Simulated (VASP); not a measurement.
# Tc3Sn (Fm-3m) in VASP: notebook

The runs below take Tc3Sn through single point, with PBE.

Program: VASP 6.6.1. These are calculated values, not measurements. Logs are shortened: lines on timing, memory, paths and dates and some standing lists are left out, and cuts for length are marked.

### Step 1. The cell of the first run

It takes space group Fm-3m (No. 225, cubic). The conventional cell has a = 6.344 Å, b = 6.344 Å, c = 6.344 Å, α = 90.00°, β = 90.00°, γ = 90.00°. Within 3.6 Å of Tc (site symmetry -43m) lie 10 Tc at 2.75 to 3.17 Å and 4 Sn at 2.75 Å. Within 3.6 Å of Tc (site symmetry m-3m) lie 8 Tc at 2.75 Å and 6 Sn at 3.17 Å. Sn (site symmetry m-3m) has 14 Tc at 2.75 to 3.17 Å within 3.6 Å.

### Step 2. Single point, PBE

INCAR reads:

```
SYSTEM = Tc3Sn
PREC = Accurate
ENCUT = 520
EDIFF = 1E-6
ISMEAR = 1
SIGMA = 0.5
LREAL = .False.
LASPH = .True.
NELM = 100
ALGO = Normal
ISIF = 2
LWAVE = .False.
LCHARG = .False.
GGA = PE
NBANDS = 34
```

KPOINTS reads:

```
regular mesh
0
Gamma
  6 6 6
  0 0 0
```

POSCAR reads:

```
Tc3Sn
1.0
    0.0000000000      3.1722000000      3.1722000000
    3.1722000000      0.0000000000      3.1722000000
    3.1722000000      3.1722000000      0.0000000000
Tc Sn
3 1
Direct
    0.2500000000      0.2500000000      0.2500000000
    0.7500000000      0.7500000000      0.7500000000
    0.5000000000      0.5000000000      0.5000000000
    0.0000000000      0.0000000000      0.0000000000
```

Potentials or basis: VASP PAW PBE potentials, release 64 (Tc_pv, Sn_d).

The run is started by

```console
> cat potpaw_PBE.64/Tc_pv/POTCAR potpaw_PBE.64/Sn_d/POTCAR > POTCAR
> mpirun -np 1 vasp_std > vasp.out
```

OUTCAR:

```text
SYSTEM = Tc3Sn
   PREC = Accurate
   ENCUT = 520
   EDIFF = 1E-6
   ISMEAR = 1
   LREAL = .False.
   LASPH = .True.
   NELM = 100
   ISIF = 2
   GGA = PE

 ion  position               nearest neighbor table
   1  0.250  0.250  0.250-   4 2.75   4 2.75   4 2.75   3 2.75   4 2.75   3 2.75   3 2.75   3 2.75
                             2 3.17   2 3.17   2 3.17   2 3.17   2 3.17   2 3.17
   2  0.750  0.750  0.750-   3 2.75   3 2.75   3 2.75   3 2.75   4 2.75   4 2.75   4 2.75   4 2.75
                             1 3.17   1 3.17   1 3.17   1 3.17   1 3.17   1 3.17
   3  0.500  0.500  0.500-   1 2.75   1 2.75   1 2.75   1 2.75   2 2.75   2 2.75   2 2.75   2 2.75
                             4 3.17   4 3.17   4 3.17   4 3.17   4 3.17   4 3.17
   4  0.000  0.000  0.000-   2 2.75   2 2.75   2 2.75   1 2.75   2 2.75   1 2.75   1 2.75   1 2.75
                             3 3.17   3 3.17   3 3.17   3 3.17   3 3.17   3 3.17

  LATTYP: Found a face centered cubic cell.
 ALAT       =     6.3444000000

  Lattice vectors:

 A1 = (   0.0000000000,   3.1722000000,   3.1722000000)
 A2 = (   3.1722000000,   0.0000000000,   3.1722000000)
 A3 = (   3.1722000000,   3.1722000000,   0.0000000000)

Analysis of symmetry for initial positions (statically):
=====================================================================
 Subroutine PRICEL returns:
 Original cell was already a primitive cell.

 Routine SETGRP: Setting up the symmetry group for a
 face centered cubic supercell.

 Subroutine GETGRP returns: Found 48 space group operations
 (whereof 48 operations were pure point group operations)
 out of a pool of 48 trial point group operations.

The static configuration has the point symmetry O_h .

Analysis of symmetry for dynamics (positions and initial velocities):
=====================================================================
 Subroutine PRICEL returns:
 Original cell was already a primitive cell.

 Routine SETGRP: Setting up the symmetry group for a
 face centered cubic supercell.

 Subroutine GETGRP returns: Found 48 space group operations
 (whereof 48 operations were pure point group operations)
 out of a pool of 48 trial point group operations.

The dynamic configuration has the point symmetry O_h .

 Subroutine INISYM returns: Found 48 space group operations
 (whereof 48 operations are pure point group operations),
 and found     1 'primitive' translations

----------------------------------------------------------------------------------------

                                     Primitive cell

  volume of cell :      63.8428

  direct lattice vectors                    reciprocal lattice vectors
     0.000000000  3.172200000  3.172200000    -0.157619318  0.157619318  0.157619318
     3.172200000  0.000000000  3.172200000     0.157619318 -0.157619318  0.157619318
     3.172200000  3.172200000  0.000000000     0.157619318  0.157619318 -0.157619318

  length of vectors
     4.486168263  4.486168263  4.486168263     0.273004667  0.273004667  0.273004667

  position of ions in fractional coordinates (direct lattice)
     0.250000000  0.250000000  0.250000000
     0.750000000  0.750000000  0.750000000
     0.500000000  0.500000000  0.500000000
     0.000000000  0.000000000  0.000000000

  ion indices of the primitive-cell ions
   primitive index   ion index
                 1           1
                 2           2
                 3           3
                 4           4

----------------------------------------------------------------------------------------

 KPOINTS: regular mesh

Automatic generation of k-mesh.
 Grid dimensions read from file:
 generate k-points for:    6    6    6

 Generating k-lattice:

  Cartesian coordinates                     Fractional coordinates (reciprocal lattice)
    -0.026269886  0.026269886  0.026269886     0.166666667  0.000000000  0.000000000
     0.026269886 -0.026269886  0.026269886     0.000000000  0.166666667  0.000000000
     0.026269886  0.026269886 -0.026269886     0.000000000  0.000000000  0.166666667

  Length of vectors
     0.045500778  0.045500778  0.045500778

  Shift w.r.t. Gamma in fractional coordinates (k-lattice)
     0.000000000  0.000000000  0.000000000

 Subroutine IBZKPT returns following result:
 ===========================================

 Found     16 irreducible k-points:

 Following reciprocal coordinates:
            Coordinates               Weight
  0.000000  0.000000  0.000000      1.000000
  0.166667  0.000000  0.000000      8.000000
  0.333333  0.000000  0.000000      8.000000
  0.500000  0.000000  0.000000      4.000000
  0.166667  0.166667  0.000000      6.000000
  0.333333  0.166667  0.000000     24.000000
[... 8 lines left out ...]
 -0.333333  0.333333  0.166667     24.000000
 -0.333333  0.500000  0.166667     12.000000
   k-points           NKPTS =     16   k-points in BZ     NKDIM =     16   number of bands    NBANDS=     34
   number of dos      NEDOS =    301   number of ions     NIONS =      4
   total plane-waves  NPLWV =  46656
   dimension x,y,z NGX =    36 NGY =   36 NGZ =   36
   dimension x,y,z NGXF=    72 NGYF=   72 NGZF=   72
   ions per type =               3   1
   NGX,Y,Z   is equivalent  to a cutoff of  13.34, 13.34, 13.34 a.u.
   NGXF,Y,Z  is equivalent  to a cutoff of  26.68, 26.68, 26.68 a.u.
 SYSTEM =  Tc3Sn
   PREC   = accura    normal or accurate (medium, high low for compatibility)
   ISTART =      0    job   : 0-new  1-cont  2-samecut
   ICHARG =      2    charge: 1-file 2-atom 10-const
   ISPIN  =      1    spin polarized calculation?
   LNONCOLLINEAR =      F non collinear calculations
   LSORBIT =      F    spin-orbit coupling
   LASPH  =      T    aspherical Exc in radial PAW
   ENCUT  =  520.0 eV  38.22 Ry    6.18 a.u.   8.34  8.34  8.34*2*pi/ulx,y,z
   NELM   =    100;   NELMIN=  2; NELMDL= -5     # of ELM steps
   EDIFF  = 0.1E-05   stopping-criterion for ELM
   LREAL  =      F    real-space projection
   EDIFFG = 0.1E-04   stopping-criterion for IOM
   NSW    =      0    number of steps for IOM
   IBRION =     -1    ionic relax: 0-MD 1-quasi-New 2-CG
   NFREE  =      0    steps in history (QN), initial steepest desc. (CG)
   ISIF   =      2    stress and relaxation
   ISYM   =      2    0-nonsym 1-usesym 2-fastsym
   POTIM  = 0.5000    time-step for ionic-motion
   TEBEG  =    0.0;   TEEND  =   0.0 temperature during run
   PSTRESS=    0.0 pullay stress
   NELECT =      53.0000    total number of electrons
   NUPDOWN=      -1.0000    fix difference up-down
   EMIN   =  10.00;   EMAX   =-10.00  energy-range for DOS
   EFERMI =   0.00;   METHOD = LEGACY
   ISMEAR =     1;   SIGMA  =   0.50  broadening in eV -4-tet -1-fermi 0-gaus
   EFERMI_NEDOS =   21; number of points for ismear=-14 and -15
   IALGO  =     38    algorithm
   IMIX   =      4    mixing-type and parameters
     AMIX     =   0.40;   BMIX     =  1.00
     AMIX_MAG =   1.60;   BMIX_MAG =  1.00
  volume/ion in A,a.u.               =      15.96       107.71
  Fermi-wavevector in a.u.,A,eV,Ry     =   1.538614  2.907558 32.209504  2.367332
  Thomas-Fermi vector in A             =   2.644957
   LORBIT       =      0    0 simple, 1 ext, 2 COOP (PROOUT), +10 PAW based schemes
   GGA     = PE    functional components
   LHFCALC =     F    Hartree Fock is set to
   AEXX    =    0.0000 exact exchange contribution
   IVDW    =     0    specifies the selected vdW correction
   LEPSILON=     F    determine dielectric tensor
   LRPA    =     F    only Hartree local field effects (RPA)
 non-spin polarized calculation
 Methfessel and Paxton  Order N= 1 SIGMA  =   0.50
  energy-cutoff  :      520.00
  volume of cell :       63.84
 maximum number of plane-waves:      1759
 NGX is ok and might be reduce to    36
   NGX = 17   NGY = 17   NGZ = 17

 number of electron      53.0000002 magnetization

 Free energy of the ion-electron system (eV)
  ---------------------------------------------------
  ext. energy  EPLUGINS =         0.00000000
  ---------------------------------------------------
  free energy    TOTEN  =       -33.87993834 eV

  energy without entropy =      -33.85545686  energy(sigma->0) =      -33.87177784

 E-fermi :  12.3445     XC(G=0): -13.1371

 val. band max:       12.3287152222   @ k =   0.5000   0.5000   0.0000
 cond. band min:      12.3781050568   @ k =  -0.3333   0.3333   0.0000
 fundamental gap:      0.0493898346
 Fermi energy:        12.3445212370

 k-point     1 :       0.0000    0.0000    0.0000
  band No.  band energies     occupation
      1     -27.0485      2.00000
      2     -27.0485      2.00000
      3     -27.0485      2.00000
      4     -26.4436      2.00000
      5     -26.4436      2.00000
      6     -26.4436      2.00000
[... 26 lines left out ...]
     33      17.3078     -0.00000
     34      17.3078     -0.00000

 k-point     2 :       0.1667    0.0000    0.0000
  band No.  band energies     occupation
      1     -27.0582      2.00000
      2     -27.0582      2.00000
      3     -27.0528      2.00000
      4     -26.4280      2.00000
      5     -26.4280      2.00000
      6     -26.4074      2.00000
[... 26 lines left out ...]
     33      17.5756     -0.00000
     34      17.5756     -0.00000

 k-point     3 :       0.3333    0.0000    0.0000
  band No.  band energies     occupation
      1     -27.0766      2.00000
      2     -27.0766      2.00000
      3     -27.0527      2.00000
      4     -26.3955      2.00000
      5     -26.3955      2.00000
      6     -26.3485      2.00000
[... 26 lines left out ...]
     33      18.0163     -0.00000
     34      18.0163     -0.00000
[... 408 lines left out ...]
 k-point    15 :      -0.3333    0.3333    0.1667
  band No.  band energies     occupation
      1     -27.1206      2.00000
      2     -27.0648      2.00000
      3     -27.0575      2.00000
      4     -26.4455      2.00000
      5     -26.3322      2.00000
      6     -26.3299      2.00000
[... 26 lines left out ...]
     33      14.8904     -0.00000
     34      18.7139     -0.00000

 k-point    16 :      -0.3333    0.5000    0.1667
  band No.  band energies     occupation
      1     -27.1334      2.00000
      2     -27.0945      2.00000
      3     -27.0201      2.00000
      4     -26.4683      2.00000
      5     -26.3053      2.00000
      6     -26.2982      2.00000
[... 26 lines left out ...]
     33      14.2077     -0.00000
     34      18.8869     -0.00000

------------------------ aborting loop because EDIFF is reached ----------------------------------------

  FORCE on cell =-STRESS in cart. coord.  units (eV):
  Direction    XX          YY          ZZ          XY          YZ          ZX
  --------------------------------------------------------------------------------------
  -------------------------------------------------------------------------------------
  Total       -0.7933477     -0.7933477     -0.7933477     -0.0000000     -0.0000000      0.0000000
  in kB      -19.9095964    -19.9095964    -19.9095964     -0.0000000     -0.0000000      0.0000000
  external PRESSURE =     -19.9095964 kB  Pullay stress =       0.0000000 kB

 VOLUME and BASIS-vectors are now :
 -----------------------------------------------------------------------------
  energy-cutoff  :      520.00
  volume of cell :       63.84
      direct lattice vectors                 reciprocal lattice vectors
     0.000000000  3.172200000  3.172200000    -0.157619318  0.157619318  0.157619318
     3.172200000  0.000000000  3.172200000     0.157619318 -0.157619318  0.157619318
     3.172200000  3.172200000  0.000000000     0.157619318  0.157619318 -0.157619318

 POSITION                                       TOTAL-FORCE (eV/Angst)
 -----------------------------------------------------------------------------------
      1.58610      1.58610      1.58610         0.000000      0.000000     -0.000000
      4.75830      4.75830      4.75830         0.000000     -0.000000      0.000000
      3.17220      3.17220      3.17220        -0.000000     -0.000000      0.000000
      0.00000      0.00000      0.00000        -0.000000     -0.000000      0.000000
 -----------------------------------------------------------------------------------
    total drift:                                0.000000      0.000000      0.000000

  FREE ENERGIE OF THE ION-ELECTRON SYSTEM (eV)
  ---------------------------------------------------
  free  energy   TOTEN  =       -33.8799383378 eV

  energy  without entropy=      -33.8554568576  energy(sigma->0) =      -33.87177784
```

It took 45 s on 1 thread of AMD EPYC 7R13 (Zen 3), shared host; peak memory 0.18 GiB.

What came out:

```
Free energy : -33.8799 eV
Pressure    : -2.0 GPa
```

Levels at points of the mesh, in eV from the Fermi level:
```csv
k point,band 22,band 23,band 24,band 25,band 26,band 27,band 28,band 29,band 30,band 31
"(0.00, 0.00, 0.00)",-2.55,-2.55,0.68,0.68,0.68,0.71,0.71,1.41,1.41,2.18
"(0.50, 0.00, 0.00)",-1.94,-1.94,-1.11,-1.11,-0.87,0.53,0.53,0.71,0.71,1.18
"(0.50, 0.50, 0.00)",-2.48,-2.48,-1.54,-0.55,-0.55,-0.02,0.14,0.47,1.32,1.43
```

Caveat: spin-orbit coupling is left out, which moves the levels of the heavy elements.

### Step 3. Single point, PBE

Edit INCAR of step 2 so:

```diff
@@ -3,5 +3,5 @@
 ENCUT = 520
-EDIFF = 1E-6
+EDIFF = 1E-7
 ISMEAR = 1
-SIGMA = 0.5
+SIGMA = 0.3
 LREAL = .False.
```

KPOINTS is that of step 2.

POSCAR is that of step 2.

Potentials or basis: VASP PAW PBE potentials, release 64 (Tc_pv, Sn_d).

The run is started by

```console
> cat potpaw_PBE.64/Tc_pv/POTCAR potpaw_PBE.64/Sn_d/POTCAR > POTCAR
> mpirun -np 1 vasp_std > vasp.out
```

Run time: 49 s. Hardware: 1 thread of AMD EPYC 7R13 (Zen 3), shared host; peak memory 0.18 GiB.

It converged, with:

| Item | Value |
| --- | --- |
| Free energy | -33.8691 eV |
| Pressure | -2.0 GPa |

Levels at points of the mesh, in eV from the Fermi level:
```csv
k point,band 22,band 23,band 24,band 25,band 26,band 27,band 28,band 29,band 30,band 31
"(0.00, 0.00, 0.00)",-2.56,-2.56,0.69,0.69,0.69,0.70,0.70,1.43,1.43,2.18
"(0.50, 0.00, 0.00)",-1.93,-1.93,-1.10,-1.10,-0.86,0.52,0.52,0.71,0.71,1.18
"(0.50, 0.50, 0.00)",-2.47,-2.47,-1.55,-0.54,-0.54,-0.03,0.15,0.47,1.33,1.43
```

Caveat: spin-orbit coupling is left out, which moves the levels of the heavy elements.

(Continued in part 2 of 2.)
